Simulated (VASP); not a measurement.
# Sb (Pm-3m) in VASP: further runs, part 2 of 2

VASP 6.6.1. Earlier steps stand in the parts before.

## (3) Single point, PBE+D3(BJ)

This run uses another cell than the first one, of 28.90 Å³/atom, 0.941 times its volume.

Contents of INCAR:

```
PREC = Accurate
ENCUT = 520
EDIFF = 1E-6
ISMEAR = -1
SIGMA = 0.05
LREAL = F
LASPH = T
NELM = 60
ALGO = Normal
ISIF = 2
LWAVE = F
LCHARG = T
GGA = PE
IVDW = 12
LELF = T
LVHAR = T
NBANDS = 8
```

Contents of KPOINTS:

```
regular mesh
0
Gamma
  8 8 8
```

Contents of POSCAR:

```
Sb
1.0
    3.0686520124      0.0000000000      0.0000000000
    0.0000000000      3.0686520124      0.0000000000
    0.0000000000      0.0000000000      3.0686520124
Sb
1
Direct
    0.0000000000      0.0000000000      0.0000000000
```

Potentials or basis: VASP PAW PBE potentials, release 64 (Sb).

On the command line:

```console
cat potpaw_PBE.64/Sb/POTCAR > POTCAR
mpirun -np 1 vasp_std > vasp.out
```

OUTCAR:

```text
PREC = Accurate
   ENCUT = 520
   EDIFF = 1E-6
   ISMEAR = -1
   LREAL = F
   LASPH = T
   NELM = 60
   ISIF = 2
   GGA = PE
   IVDW = 12
 IVDW          = 12

 ion  position               nearest neighbor table
   1  0.000  0.000  0.000-

  LATTYP: Found a simple cubic cell.
 ALAT       =     3.0686520124

  Lattice vectors:

 A1 = (   3.0686520124,   0.0000000000,   0.0000000000)
 A2 = (   0.0000000000,   3.0686520124,   0.0000000000)
 A3 = (   0.0000000000,   0.0000000000,   3.0686520124)

Analysis of symmetry for initial positions (statically):
=====================================================================
 Subroutine PRICEL returns:
 Original cell was already a primitive cell.

 Routine SETGRP: Setting up the symmetry group for a
 simple cubic supercell.

 Subroutine GETGRP returns: Found 48 space group operations
 (whereof 48 operations were pure point group operations)
 out of a pool of 48 trial point group operations.

The static configuration has the point symmetry O_h .

Analysis of symmetry for dynamics (positions and initial velocities):
[... 159 lines left out ...]
 val. band max:        7.4731229496   @ k =   0.3750   0.2500   0.1250
 cond. band min:       7.7471822042   @ k =   0.3750   0.2500   0.2500
 fundamental gap:      0.2740592545
 Fermi energy:         7.4841429687

 k-point     1 :       0.0000    0.0000    0.0000
  band No.  band energies     occupation
      1      -5.0959      2.00000
      2      10.8887      0.00000
      3      10.8887      0.00000
      4      10.8887      0.00000
      5      14.4909      0.00000
      6      14.4909      0.00000
      7      15.9921      0.00000
      8      25.3598      0.00000
[... 243 lines left out ...]
 k-point    24 :       0.5000    0.3750    0.1250
  band No.  band energies     occupation
      1      -0.3373      2.00000
      2       3.6207      2.00000
      3       5.3542      2.00000
      4      10.7240      0.00000
      5      12.7168      0.00000
      6      17.2962      0.00000
      7      18.7489      0.00000
      8      21.8125      0.00000

 [... further k-points ...]

------------------------ aborting loop because EDIFF is reached ----------------------------------------

 Edisp (eV)   -0.49457

 E8    (eV) :    -0.2307

  FORCE on cell =-STRESS in cart. coord.  units (eV):
  Direction    XX          YY          ZZ          XY          YZ          ZX
  --------------------------------------------------------------------------------------
  -------------------------------------------------------------------------------------
  Total      -0.00218    -0.00218    -0.00218     0.00000    -0.00000     0.00000
  in kB      -0.12068    -0.12068    -0.12068     0.00000    -0.00000     0.00000
  external pressure =       -0.12 kB  Pullay stress =        0.00 kB

 VOLUME and BASIS-vectors are now :
 -----------------------------------------------------------------------------
  energy-cutoff  :      520.00
  volume of cell :       28.90
      direct lattice vectors                 reciprocal lattice vectors
     3.068652012  0.000000000  0.000000000     0.325875986  0.000000000  0.000000000
     0.000000000  3.068652012  0.000000000     0.000000000  0.325875986  0.000000000
     0.000000000  0.000000000  3.068652012     0.000000000  0.000000000  0.325875986

 POSITION                                       TOTAL-FORCE (eV/Angst)
 -----------------------------------------------------------------------------------
      0.00000      0.00000      0.00000         0.000000      0.000000      0.000000
 -----------------------------------------------------------------------------------
    total drift:                                0.000000      0.000000      0.000000

  FREE ENERGIE OF THE ION-ELECTRON SYSTEM (eV)
  ---------------------------------------------------
  free  energy   TOTEN  =        -4.5630430063 eV

  energy  without entropy=       -4.5556652983  energy(sigma->0) =       -4.55935415
```

Run time: 2.8 s. Hardware: 1 thread of Intel Xeon 6975P-C (Granite Rapids), shared host; peak memory 0.14 GiB.

What came out:

* Free energy: -4.5630 eV
* Pressure: 0.0 GPa
* Dispersion energy per atom: -0.495 eV

Caveat: spin-orbit coupling is left out, which moves the levels of the heavy elements; pairwise dispersion overbinds metals, which lowers pressure and volume.
